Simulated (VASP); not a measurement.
A run of VASP 6.6.1 is set up as follows.

Contents of INCAR:

```
PREC = Accurate
ENCUT = 520
EDIFF = 1E-7
ISMEAR = -1
SIGMA = 0.05
LREAL = F
LASPH = T
NELM = 80
ALGO = Normal
ISIF = 2
LWAVE = F
LCHARG = F
GGA = PS
NBANDS = 17
```

The input KPOINTS:

```
regular mesh
0
Gamma
  7 7 7
```

The input POSCAR:

```
SnTe
1.0
    0.0630170000      3.1508500000      3.1508500000
    3.1508500000      0.0630170000      3.1508500000
    3.2138670000      3.2138670000      0.0000000000
Te Sn
1 1
Direct
    0.5000000000      0.5000000000      0.5000000000
    0.0000000000      0.0000000000      0.0000000000
```

Potentials or basis: VASP PAW PBE potentials, release 64 (Te, Sn_d).

Run with:

```console
$ cat potpaw_PBE.64/Te/POTCAR potpaw_PBE.64/Sn_d/POTCAR > POTCAR
$ mpirun -np 1 vasp_std > vasp.out
```

Q: Estimate the pressure.

A: -0.4 GPa.

Q: What does it give for the band gap on the k mesh?

A: 0.43 eV, indirect (least direct gap 0.61 eV).

Stress tensor (GPa, compression positive):
```
-0.37 -0.68  0.00
-0.68 -0.37  0.00
 0.00  0.00 -0.39
```

Caveat: the PAW data sets were made with another functional, which shifts forces and pressure a little; spin-orbit coupling is left out, which moves the levels of the heavy elements. A k mesh can miss the band edges.
